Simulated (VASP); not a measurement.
# Si (I4_1/amd) in VASP: single point with PBE

Aim: the single point of Si with PBE.

Program: VASP 6.6.1. These are calculated values, not measurements. Logs are shortened: lines on timing, memory, paths and dates and some standing lists are left out, and cuts for length are marked.

## Step 1: The cell of the first run

It takes space group I4_1/amd (No. 141, tetragonal). The conventional cell has a = 4.672 Å, b = 4.672 Å, c = 2.659 Å, α = 90.00°, β = 90.00°, γ = 90.00°. Si (site symmetry -4m2) has 10 Si at 2.43 to 3.07 Å within 3.2 Å.

## Step 2: Single point, PBE

The input, INCAR:

```
ALGO = Normal ; EDIFF = 1E-6
ENCUT = 500 ; GGA = PE
GGA_COMPAT = F ; ISIF = 2
ISMEAR = 0 ; LASPH = T
LCHARG = T ; LELF = T
LREAL = F ; LVHAR = T
LWAVE = F ; NBANDS = 11
NELM = 120 ; PREC = Accurate
SIGMA = 0.15
```

The input, KPOINTS:

```
k-points
0
Gamma
  25 25 25
```

The input, POSCAR:

```
Si
1.0
   -2.3358017199      2.3358017199      1.3292653899
    2.3358017199     -2.3358017199      1.3292653899
    2.3358017199      2.3358017199     -1.3292653899
Si
2
Direct
    0.2500000000      0.7500000000      0.5000000000
    0.5000000000      0.5000000000      0.0000000000
```

Potentials or basis: VASP PAW PBE potentials, release 64 (Si).

Launch:

```
$ cat potpaw_PBE.64/Si/POTCAR > POTCAR
$ mpirun -np 1 vasp_std > vasp.out
```

OUTCAR:

```text
EDIFF = 1E-6
   ENCUT = 500
   GGA = PE
   ISIF = 2
   ISMEAR = 0
   LASPH = T
   LREAL = F
   NELM = 120
   PREC = Accurate

 ion  position               nearest neighbor table
   1  0.250  0.750  0.500-   2 2.43   2 2.43   2 2.43   2 2.43   2 3.07   2 3.07   2 3.07   2 3.07

   2  0.500  0.500  0.000-   1 2.43   1 2.43   1 2.43   1 2.43   1 3.07   1 3.07   1 3.07   1 3.07

  LATTYP: Found a body centered tetragonal cell.
 ALAT       =     4.6716034398
 C/A-ratio  =     0.5690831454

  Lattice vectors:

 A1 = (  -2.3358017199,   2.3358017199,   1.3292653899)
 A2 = (   2.3358017199,  -2.3358017199,   1.3292653899)
 A3 = (   2.3358017199,   2.3358017199,  -1.3292653899)

Analysis of symmetry for initial positions (statically):
=====================================================================
 Subroutine PRICEL returns:
 Original cell was already a primitive cell.

 Routine SETGRP: Setting up the symmetry group for a
 body centered tetragonal supercell.

 Subroutine GETGRP returns: Found 16 space group operations
 (whereof  8 operations were pure point group operations)
 out of a pool of 16 trial point group operations.

The static configuration has the point symmetry D_2d.
 The point group associated with its full space group is D_4h.

Analysis of symmetry for dynamics (positions and initial velocities):
=====================================================================
 Subroutine PRICEL returns:
 Original cell was already a primitive cell.

 Routine SETGRP: Setting up the symmetry group for a
 body centered tetragonal supercell.

 Subroutine GETGRP returns: Found 16 space group operations
 (whereof  8 operations were pure point group operations)
 out of a pool of 16 trial point group operations.

The dynamic configuration has the point symmetry D_2d.
 The point group associated with its full space group is D_4h.

 Subroutine INISYM returns: Found 16 space group operations
 (whereof  8 operations are pure point group operations),
 and found     1 'primitive' translations

----------------------------------------------------------------------------------------

                                     Primitive cell

  volume of cell :      29.0097

  direct lattice vectors                    reciprocal lattice vectors
    -2.335801720  2.335801720  1.329265390     0.000000000  0.214059265  0.376147610
[... 93 lines left out ...]
   ISYM   =      2    0-nonsym 1-usesym 2-fastsym
   POTIM  = 0.5000    time-step for ionic-motion
   TEBEG  =    0.0;   TEEND  =   0.0 temperature during run
   PSTRESS=    0.0 pullay stress
   NELECT =       8.0000    total number of electrons
   NUPDOWN=      -1.0000    fix difference up-down
   EMIN   =  10.00;   EMAX   =-10.00  energy-range for DOS
   EFERMI =   0.00;   METHOD = LEGACY
   ISMEAR =     0;   SIGMA  =   0.15  broadening in eV -4-tet -1-fermi 0-gaus
   EFERMI_NEDOS =   21; number of points for ismear=-14 and -15
   IALGO  =     38    algorithm
   IMIX   =      4    mixing-type and parameters
     AMIX     =   0.40;   BMIX     =  1.00
     AMIX_MAG =   1.60;   BMIX_MAG =  1.00
  volume/ion in A,a.u.               =      14.50        97.88
  Fermi-wavevector in a.u.,A,eV,Ry     =   1.065590  2.013674 15.449181  1.135483
  Thomas-Fermi vector in A             =   2.201147
   LORBIT       =      0    0 simple, 1 ext, 2 COOP (PROOUT), +10 PAW based schemes
   GGA     = PE    functional components
   LHFCALC =     F    Hartree Fock is set to
   AEXX    =    0.0000 exact exchange contribution
   IVDW    =     0    specifies the selected vdW correction
   LEPSILON=     F    determine dielectric tensor
   LRPA    =     F    only Hartree local field effects (RPA)
 non-spin polarized calculation
 Gauss-broadening in eV      SIGMA  =   0.15
  energy-cutoff  :      500.00
  volume of cell :       29.01
 maximum number of plane-waves:       753
 NGX is ok and might be reduce to    28
   NGX = 13   NGY = 13   NGZ = 13

 number of electron       8.0000001 magnetization

 Free energy of the ion-electron system (eV)
  ---------------------------------------------------
  ext. energy  EPLUGINS =         0.00000000
  ---------------------------------------------------
  free energy    TOTEN  =       -10.22507199 eV

  energy without entropy =      -10.21694136  energy(sigma->0) =      -10.22100667

 E-fermi :   9.8014     XC(G=0): -11.1049

 val. band max:        9.7999135897   @ k =   0.4400   0.3200   0.0800
 cond. band min:       9.8020390715   @ k =  -0.3200   0.4000   0.1200
 fundamental gap:      0.0021254819
 Fermi energy:         9.8014430373

 k-point     1 :       0.0000    0.0000    0.0000
  band No.  band energies     occupation
      1      -4.3871      2.00000
      2       7.3683      2.00000
      3       7.3683      2.00000
      4       8.3911      2.00000
      5      11.2677      0.00000
      6      17.3084      0.00000
      7      18.8999      0.00000
      8      19.2746      0.00000
      9      19.2746      0.00000
     10      20.1641      0.00000
     11      20.7232      0.00000
[... 309 lines left out ...]
 k-point    24 :       0.4400    0.0400    0.0000
  band No.  band energies     occupation
      1       1.4014      2.00000
      2       3.1542      2.00000
      3       7.5737      2.00000
      4       7.6416      2.00000
      5       8.6605      2.00000
      6      10.8292      0.00000
      7      14.2464      0.00000
      8      15.8052      0.00000
      9      18.7483      0.00000
     10      21.0511      0.00000
     11      22.1801      0.00000

 [... further k-points ...]

------------------------ aborting loop because EDIFF is reached ----------------------------------------

  FORCE on cell =-STRESS in cart. coord.  units (eV):
  Direction    XX          YY          ZZ          XY          YZ          ZX
  --------------------------------------------------------------------------------------
  -------------------------------------------------------------------------------------
  Total        1.6469542      1.6469542      0.7486416      0.0000000      0.0000000      0.0000000
  in kB       90.9595831     90.9595831     41.3467022      0.0000000      0.0000000      0.0000000
  external PRESSURE =      74.4219561 kB  Pullay stress =       0.0000000 kB

 VOLUME and BASIS-vectors are now :
 -----------------------------------------------------------------------------
  energy-cutoff  :      500.00
  volume of cell :       29.01
      direct lattice vectors                 reciprocal lattice vectors
    -2.335801720  2.335801720  1.329265390     0.000000000  0.214059265  0.376147610
     2.335801720 -2.335801720  1.329265390     0.214059265  0.000000000  0.376147610
     2.335801720  2.335801720 -1.329265390     0.214059265  0.214059265  0.000000000

 POSITION                                       TOTAL-FORCE (eV/Angst)
 -----------------------------------------------------------------------------------
      2.33580      0.00000      0.66463        -0.000000     -0.000000     -0.000000
      0.00000      0.00000      1.32927         0.000000      0.000000      0.000000
 -----------------------------------------------------------------------------------
    total drift:                                0.000000      0.000000      0.000000

  FREE ENERGIE OF THE ION-ELECTRON SYSTEM (eV)
  ---------------------------------------------------
  free  energy   TOTEN  =       -10.2250719887 eV

  energy  without entropy=      -10.2169413579  energy(sigma->0) =      -10.22100667
```

OSZICAR:

```text
N       E                     dE             d eps       ncg     rms          rms(c)
DAV:   1     0.480779481880E+01    0.48078E+01   -0.33231E+03 26058   0.591E+02
DAV:   2    -0.985494789318E+01   -0.14663E+02   -0.14128E+02 33512   0.822E+01
DAV:   3    -0.102460373111E+02   -0.39109E+00   -0.38765E+00 33939   0.110E+01
DAV:   4    -0.102475934828E+02   -0.15562E-02   -0.15560E-02 31216   0.855E-01
DAV:   5    -0.102476000102E+02   -0.65274E-05   -0.65284E-05 32861   0.513E-02    0.449E+00
DAV:   6    -0.102335166520E+02    0.14083E-01   -0.53639E-03 30297   0.363E-01    0.262E+00
DAV:   7    -0.102250994009E+02    0.84173E-02   -0.12057E-02 29522   0.585E-01    0.213E-01
DAV:   8    -0.102250880536E+02    0.11347E-04   -0.94681E-04 30704   0.176E-01    0.611E-02
DAV:   9    -0.102250721530E+02    0.15901E-04   -0.38955E-05 32426   0.344E-02    0.392E-02
DAV:  10    -0.102250719887E+02    0.16422E-06   -0.26306E-06 30348   0.110E-02
   1 F= -.10225072E+02 E0= -.10221007E+02  d E =-.813063E-02
```

It took 3.3 min on 1 thread of Intel Xeon 8259CL, shared host; peak memory 0.38 GiB.

What came out:

* Free energy: -10.2251 eV
* Pressure: 7.4 GPa
* Band gap on the k mesh: zero (bands 4 and 5 overlap by 7.20 eV)

Stress tensor (GPa, compression positive):
```
9.10 0.00 0.00
0.00 9.10 0.00
0.00 0.00 4.13
```

Levels at points of the mesh, in eV from the Fermi level:
```tsv
k point	band 1	band 2	band 3	band 4	band 5	band 6	band 7	band 8
(0.00, 0.00, 0.00)	-14.19	-2.43	-2.43	-1.41	1.47	7.51	9.10	9.47
```

Caveat: the cell stands under pressure.
